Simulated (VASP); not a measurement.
Ni: single point with r2SCAN

Crystal: Ni.

```
CELL_PARAMETERS angstrom
0.00000 1.73949 1.73949
1.73949 0.00000 1.73949
1.73949 1.73949 0.00000
ATOMIC_POSITIONS crystal
Ni 0.00000 0.00000 0.00000
```

```
Program             : VASP 6.6.1
Task                : single point
Functional          : r2SCAN
Potentials or basis : VASP PAW PBE potentials, release 64 (Ni)
Cutoff              : 520 eV
k mesh              : 20 × 20 × 20
Occupations         : gaussian, width 0.05 eV
Spin                : collinear spin, ferromagnetic start
Starting moments    : [0.89] μB
```

The pressure is 0.4 GPa and the net moment is 0.73 μB per cell. The site moments are Ni +0.75 μB and the valence electrons inside the program's atomic spheres are Ni 9.41.

Levels at points of the mesh, in eV from the Fermi level:
Spin up:
```
           k point  band 3  band 4  band 5  band 6  band 7  band 8
(0.00, 0.00, 0.00)   -3.04   -3.04   -1.70   -1.70   24.83   29.24
(0.50, 0.00, 0.00)   -2.96   -1.07   -1.07   -0.47    5.88   23.25
(0.50, 0.50, 0.00)   -0.98   -0.98   -0.95    2.50    9.64   15.73
```
Spin down:
```csv
k point,band 1,band 2,band 3,band 4,band 5,band 6,band 7,band 8
"(0.00, 0.00, 0.00)",-9.90,-1.70,-1.70,-1.70,-0.93,-0.93,24.57,29.36
"(0.50, 0.00, 0.00)",-4.80,-2.04,-2.04,-0.69,0.19,0.19,6.58,23.14
"(0.50, 0.50, 0.00)",-4.85,-3.86,-0.15,0.56,0.56,2.25,9.99,15.79
```

It took 2.4 min on 1 thread of Intel(R) Xeon(R) 6975P-C (Granite Rapids), with other jobs on the host, peak memory 0.17 GiB.

Caveat: the PAW data sets were made with another functional, which shifts forces and pressure a little.
